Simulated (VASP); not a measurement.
# Hg (P2_1/c) in VASP: single point with r2SCAN

Aim: the single point of Hg with r2SCAN.

Program: VASP 6.6.1. These are calculated values, not measurements. Logs are shortened: lines on timing, memory, paths and dates and some standing lists are left out, and cuts for length are marked.

**1. The cell of the first run**

The typed cell holds 6 atoms: a = 5.804 Å, b = 5.564 Å, c = 5.418 Å, α = 90.00°, β = 115.56°, γ = 90.00°.

**2. Single point, r2SCAN**

POSCAR reads:

```
Hg
1.0
    5.8017919370      0.0000000000      0.1449189995
    0.0000000000      5.5642207069      0.0000000000
   -2.4591191692      0.0000000000      4.8274814917
Hg
6
Direct
    0.0000000000      0.0000000000      0.0000000000
    0.0000000000      0.5000000000      0.5000000000
    0.3333477808      0.4998746388      0.1666901843
    0.6666522192      0.9998746388      0.3333098157
    0.6666522192      0.5001253612      0.8333098157
    0.3333477808      0.0001253612      0.6666901843
```

INCAR.step1 reads:

```
SYSTEM = Hg
ALGO = Normal ; EDIFF = 1E-4
ENCUT = 520 ; GGA = PE
ISMEAR = 0 ; LASPH = .True.
LCHARG = .False. ; LREAL = .False.
LWAVE = .True. ; NBANDS = 45
NELM = 100 ; PREC = Accurate
SIGMA = 0.02
```

INCAR.step2 reads:

```
SYSTEM = Hg
ALGO = Normal ; EDIFF = 1E-6
ENCUT = 520 ; ISIF = 2
ISMEAR = 0 ; ISTART = 1
LASPH = .True. ; LCHARG = .True.
LELF = .True. ; LMIXTAU = .True.
LREAL = .False. ; LVHAR = .True.
LWAVE = .False. ; METAGGA = R2SCAN
NBANDS = 45 ; NELM = 100
PREC = Accurate ; SIGMA = 0.02
```

KPOINTS reads:

```
k-points
0
Gamma
  4 4 4
  0 0 0
```

Potentials or basis: VASP PAW PBE potentials, release 64 (Hg).

Run with:

```console
cat potpaw_PBE.64/Hg/POTCAR > POTCAR
cp INCAR.step1 INCAR
mpirun -np 1 vasp_std > vasp.out
cp INCAR.step2 INCAR
mpirun -np 1 vasp_std > vasp.out
```

OUTCAR:

```text
SYSTEM = Hg
   EDIFF = 1E-6
   ENCUT = 520
   ISIF = 2
   ISMEAR = 0
   ISTART = 1
   LASPH = .True.
   LREAL = .False.
   METAGGA = R2SCAN
   NELM = 100
   PREC = Accurate

 ion  position               nearest neighbor table
   1  0.000  0.000  0.000-   4 3.17   6 3.17   6 3.28   4 3.28   3 3.28   5 3.28   5 3.29   3 3.29
                             4 3.49   6 3.49
   2  0.000  0.500  0.500-   3 3.17   5 3.17   3 3.28   5 3.28   6 3.28   4 3.28   6 3.29   4 3.29
                             5 3.49   3 3.49
   3  0.333  0.500  0.167-   2 3.17   5 3.17   5 3.28   2 3.28   1 3.28   4 3.28   4 3.28   1 3.29
                             2 3.49   5 3.49
   4  0.667  1.000  0.333-   1 3.17   6 3.17   6 3.28   1 3.28   2 3.28   3 3.28   3 3.28   2 3.29
                             1 3.49   6 3.49
   5  0.667  0.500  0.833-   2 3.17   3 3.17   3 3.28   2 3.28   1 3.28   6 3.28   6 3.28   1 3.29
                             2 3.49   3 3.49
   6  0.333  0.000  0.667-   1 3.17   4 3.17   4 3.28   1 3.28   2 3.28   5 3.28   5 3.28   2 3.29
                             1 3.49   4 3.49

  LATTYP: Found a simple monoclinic cell.
 ALAT       =     5.4177342719
 B/A-ratio  =     1.0270383204
 C/A-ratio  =     1.0712230021
 COS(beta)  =    -0.4315102040

  Lattice vectors:

 A1 = (  -2.4591191692,   0.0000000000,   4.8274814917)
 A2 = (   0.0000000000,  -5.5642207069,   0.0000000000)
 A3 = (   5.8017919370,   0.0000000000,   0.1449189995)

Analysis of symmetry for initial positions (statically):
=====================================================================
 Subroutine PRICEL returns:
 Original cell was already a primitive cell.

 Routine SETGRP: Setting up the symmetry group for a
 simple monoclinic supercell.

 Subroutine GETGRP returns: Found  4 space group operations
 (whereof  2 operations were pure point group operations)
 out of a pool of  4 trial point group operations.

The static configuration has the point symmetry S_2 .
 The point group associated with its full space group is C_2h.

Analysis of symmetry for dynamics (positions and initial velocities):
=====================================================================
 Subroutine PRICEL returns:
 Original cell was already a primitive cell.

 Routine SETGRP: Setting up the symmetry group for a
 simple monoclinic supercell.

 Subroutine GETGRP returns: Found  4 space group operations
 (whereof  2 operations were pure point group operations)
 out of a pool of  4 trial point group operations.

The dynamic configuration has the point symmetry S_2 .
 The point group associated with its full space group is C_2h.

 Subroutine INISYM returns: Found  4 space group operations
 (whereof  2 operations are pure point group operations),
 and found     1 'primitive' translations

----------------------------------------------------------------------------------------

                                     Primitive cell

  volume of cell :     157.8259

  direct lattice vectors                    reciprocal lattice vectors
     5.801791937  0.000000000  0.144919000     0.170194988  0.000000000  0.086697330
     0.000000000  5.564220707  0.000000000     0.000000000  0.179719686  0.000000000
    -2.459119169  0.000000000  4.827481492    -0.005109183  0.000000000  0.204544732

  length of vectors
     5.803601571  5.564220707  5.417734272     0.191004610  0.179719686  0.204608532

  position of ions in fractional coordinates (direct lattice)
     0.000000000  0.000000000  0.000000000
     0.000000000  0.500000000  0.500000000
     0.333347781  0.499874639  0.166690184
     0.666652219  0.999874639  0.333309816
     0.666652219  0.500125361  0.833309816
     0.333347781  0.000125361  0.666690184

  ion indices of the primitive-cell ions
   primitive index   ion index
                 1           1
                 2           2
                 3           3
                 4           4
                 5           5
                 6           6

----------------------------------------------------------------------------------------

 KPOINTS: k-points

Automatic generation of k-mesh.
 Grid dimensions read from file:
 generate k-points for:    4    4    4

 Generating k-lattice:

  Cartesian coordinates                     Fractional coordinates (reciprocal lattice)
     0.042548747  0.000000000  0.021674333     0.250000000  0.000000000  0.000000000
     0.000000000  0.044929922  0.000000000     0.000000000  0.250000000  0.000000000
    -0.001277296  0.000000000  0.051136183    -0.000000000  0.000000000  0.250000000

  Length of vectors
     0.047751153  0.044929922  0.051152133

  Shift w.r.t. Gamma in fractional coordinates (k-lattice)
     0.000000000  0.000000000  0.000000000

 Subroutine IBZKPT returns following result:
 ===========================================

 Found     30 irreducible k-points:

 Following reciprocal coordinates:
            Coordinates               Weight
  0.000000  0.000000  0.000000      1.000000
  0.250000  0.000000  0.000000      2.000000
  0.500000  0.000000  0.000000      1.000000
  0.000000  0.250000  0.000000      2.000000
  0.250000  0.250000  0.000000      4.000000
  0.500000  0.250000  0.000000      2.000000
[... 16 lines left out ...]
  0.250000  0.000000  0.500000      2.000000
  0.500000  0.000000  0.500000      1.000000
 [... further k-points ...]
   k-points           NKPTS =     30   k-points in BZ     NKDIM =     30   number of bands    NBANDS=     45
   number of dos      NEDOS =    301   number of ions     NIONS =      6
   total plane-waves  NPLWV =  80640
   dimension x,y,z NGX =    48 NGY =   42 NGZ =   40
   dimension x,y,z NGXF=    96 NGYF=   84 NGZF=   80
   ions per type =               6
   NGX,Y,Z   is equivalent  to a cutoff of  13.75, 12.55, 12.27 a.u.
   NGXF,Y,Z  is equivalent  to a cutoff of  27.50, 25.10, 24.55 a.u.
 SYSTEM =  Hg
   PREC   = accura    normal or accurate (medium, high low for compatibility)
   ISTART =      1    job   : 0-new  1-cont  2-samecut
   ICHARG =      0    charge: 1-file 2-atom 10-const
   ISPIN  =      1    spin polarized calculation?
   LNONCOLLINEAR =      F non collinear calculations
   LSORBIT =      F    spin-orbit coupling
   LASPH  =      T    aspherical Exc in radial PAW
   ENCUT  =  520.0 eV  38.22 Ry    6.18 a.u.  10.79 10.35 10.07*2*pi/ulx,y,z
   NELM   =    100;   NELMIN=  2; NELMDL=  0     # of ELM steps
   EDIFF  = 0.1E-05   stopping-criterion for ELM
   LREAL  =      F    real-space projection
   EDIFFG = 0.1E-04   stopping-criterion for IOM
   NSW    =      0    number of steps for IOM
   IBRION =     -1    ionic relax: 0-MD 1-quasi-New 2-CG
   NFREE  =      0    steps in history (QN), initial steepest desc. (CG)
   ISIF   =      2    stress and relaxation
   ISYM   =      2    0-nonsym 1-usesym 2-fastsym
   POTIM  = 0.5000    time-step for ionic-motion
   TEBEG  =    0.0;   TEEND  =   0.0 temperature during run
   PSTRESS=    0.0 pullay stress
   NELECT =      72.0000    total number of electrons
   NUPDOWN=      -1.0000    fix difference up-down
   EMIN   =  10.00;   EMAX   =-10.00  energy-range for DOS
   EFERMI =   0.00;   METHOD = LEGACY
   ISMEAR =     0;   SIGMA  =   0.02  broadening in eV -4-tet -1-fermi 0-gaus
   EFERMI_NEDOS =   21; number of points for ismear=-14 and -15
   IALGO  =     38    algorithm
   IMIX   =      4    mixing-type and parameters
     AMIX     =   0.40;   BMIX     =  1.00
     AMIX_MAG =   1.60;   BMIX_MAG =  1.00
  volume/ion in A,a.u.               =      26.30       177.51
  Fermi-wavevector in a.u.,A,eV,Ry     =   1.260258  2.381543 21.609470  1.588251
  Thomas-Fermi vector in A             =   2.393777
   LORBIT       =      0    0 simple, 1 ext, 2 COOP (PROOUT), +10 PAW based schemes
   METAGGA = R2SCAN    functional components
   LHFCALC =     F    Hartree Fock is set to
   AEXX    =    0.0000 exact exchange contribution
   IVDW    =     0    specifies the selected vdW correction
   LEPSILON=     F    determine dielectric tensor
   LRPA    =     F    only Hartree local field effects (RPA)
 non-spin polarized calculation
 Gauss-broadening in eV      SIGMA  =   0.02
  energy-cutoff  :      520.00
  volume of cell :      157.83
 maximum number of plane-waves:      4277
 NGX is ok and might be reduce to    48
   NGX = 21   NGY = 21   NGZ = 21

 number of electron      72.0000011 magnetization

 Free energy of the ion-electron system (eV)
  ---------------------------------------------------
  ext. energy  EPLUGINS =         0.00000000
  ---------------------------------------------------
  free energy    TOTEN  =      -296.20318940 eV

  energy without entropy =     -296.20283679  energy(sigma->0) =     -296.20301310

 E-fermi :   1.6091     XC(G=0): -10.8183

 val. band max:        1.5160737565   @ k =   0.0000   0.0000   0.2500
 cond. band min:       1.6091287722   @ k =   0.2500   0.0000   0.0000
 fundamental gap:      0.0930550157
 Fermi energy:         1.6091287721

 k-point     1 :       0.0000    0.0000    0.0000
  band No.  band energies     occupation
      1      -6.5799      2.00000
      2      -6.0158      2.00000
      3      -5.5552      2.00000
      4      -5.5284      2.00000
      5      -5.5103      2.00000
      6      -5.5101      2.00000
[... 37 lines left out ...]
     44       7.5368      0.00000
     45       7.5373      0.00000

 k-point     2 :       0.2500    0.0000    0.0000
  band No.  band energies     occupation
      1      -6.1750      2.00000
      2      -5.8161      2.00000
      3      -5.7739      2.00000
      4      -5.7626      2.00000
      5      -5.7360      2.00000
      6      -5.5521      2.00000
[... 37 lines left out ...]
     44       6.8335      0.00000
     45       8.4094      0.00000

 k-point     3 :       0.5000    0.0000    0.0000
  band No.  band energies     occupation
      1      -5.9621      2.00000
      2      -5.9241      2.00000
      3      -5.8712      2.00000
      4      -5.5337      2.00000
      5      -5.5336      2.00000
      6      -5.4582      2.00000
[... 997 lines left out ...]
     44       8.3585      0.00000
     45       9.4357      0.00000

 k-point    24 :       0.5000    0.0000    0.5000
  band No.  band energies     occupation
      1      -5.8946      2.00000
      2      -5.8946      2.00000
      3      -5.5645      2.00000
      4      -5.5645      2.00000
      5      -5.4642      2.00000
      6      -5.4642      2.00000
[... 37 lines left out ...]
     44       6.8190      0.00000
     45       8.2737      0.00000

 [... further k-points ...]

------------------------ aborting loop because EDIFF is reached ----------------------------------------

  FORCE on cell =-STRESS in cart. coord.  units (eV):
  Direction    XX          YY          ZZ          XY          YZ          ZX
  --------------------------------------------------------------------------------------
  -------------------------------------------------------------------------------------
  Total        0.2261500      0.2085322      0.2439171      0.0000000      0.0000000     -0.0341444
  in kB        2.2957736      2.1169256      2.4761372      0.0000000      0.0000000     -0.3466185
  external PRESSURE =       2.2962788 kB  Pullay stress =       0.0000000 kB

 VOLUME and BASIS-vectors are now :
 -----------------------------------------------------------------------------
  energy-cutoff  :      520.00
  volume of cell :      157.83
      direct lattice vectors                 reciprocal lattice vectors
     5.801791937  0.000000000  0.144919000     0.170194988  0.000000000  0.086697330
     0.000000000  5.564220707  0.000000000     0.000000000  0.179719686  0.000000000
    -2.459119169  0.000000000  4.827481492    -0.005109183  0.000000000  0.204544732

 POSITION                                       TOTAL-FORCE (eV/Angst)
 -----------------------------------------------------------------------------------
      0.00000      0.00000      0.00000         0.000000      0.000000      0.000000
     -1.22956      2.78211      2.41374         0.000000      0.000000      0.000000
      1.52410      2.78141      0.85300        -0.000057      0.000397     -0.000130
      3.04813      5.56352      1.70566         0.000057      0.000397      0.000130
      1.81857      2.78281      4.11940         0.000057     -0.000397      0.000130
      0.29454      0.00070      3.26674        -0.000057     -0.000397     -0.000130
 -----------------------------------------------------------------------------------
    total drift:                               -0.000000      0.000000      0.000000

  FREE ENERGIE OF THE ION-ELECTRON SYSTEM (eV)
  ---------------------------------------------------
  free  energy   TOTEN  =      -296.2031894045 eV

  energy  without entropy=     -296.2028367860  energy(sigma->0) =     -296.20301310
```

Run time: 13 min. Hardware: 1 thread of Intel Xeon 8259CL, shared host; peak memory 0.39 GiB.

What came out:

```yaml
Free_energy: -296.2032 eV
Pressure: 0.2 GPa
Band_gap_on_the_k_mesh: zero (bands 36 and 37 overlap by 1.39 eV)
```

Caveat: the PAW data sets were made with another functional, which shifts forces and pressure a little; spin-orbit coupling is left out, which moves the levels of the heavy elements.

The gap in the log of VASP goes by the Fermi energy; the results here count the filled bands.